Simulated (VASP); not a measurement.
Hf:

```
Hf
1.0
    -1.80500    1.80500    1.80500
     1.80500   -1.80500    1.80500
     1.80500    1.80500   -1.80500
Hf
1
Cartesian
  0.0000 0.0000 0.0000
```

- Program: VASP 6.6.1
- Task: relaxation of cell and atoms
- Functional: LDA
- Potentials or basis: VASP PAW LDA potentials, release 64 (Hf_pv)
- Cutoff: 600 eV
- k mesh: 10 × 10 × 10
- Occupations: fermi-dirac, width 0.05 eV
- Spin: no spin polarisation

At the start: pressure -12.6 GPa; volume 23.52 Å³/atom.

Task: How do energy, volume and symmetry change on relaxing?

Result: Over 4 steps the energy falls by 133.2 meV/atom and the volume is 20.43 Å³/atom (-13.1 %); space group Im-3m (No. 229, to 0.05 Å).

Step by step:
| step | energy change (eV) | largest force (eV/Å) | pressure (GPa) | volume (Å³) |
| --- | --- | --- | --- | --- |
| 1 | 0.0000 | 0.0000 | -12.62 | 23.52 |
| 2 | 0.0100 | 0.0000 | 19.24 | 17.76 |
| 3 | -0.1331 | 0.0000 | -0.23 | 20.49 |
| 4 | -0.1332 | 0.0000 | 0.06 | 20.43 |

Final structure:
```
CELL_PARAMETERS angstrom
-1.72214 1.72214 1.72214
1.72214 -1.72214 1.72214
1.72214 1.72214 -1.72214
ATOMIC_POSITIONS crystal
Hf 0.00000 0.00000 0.00000
```

Caveat: the volume moved by -13 % from the deposited cell, more than functionals usually miss.
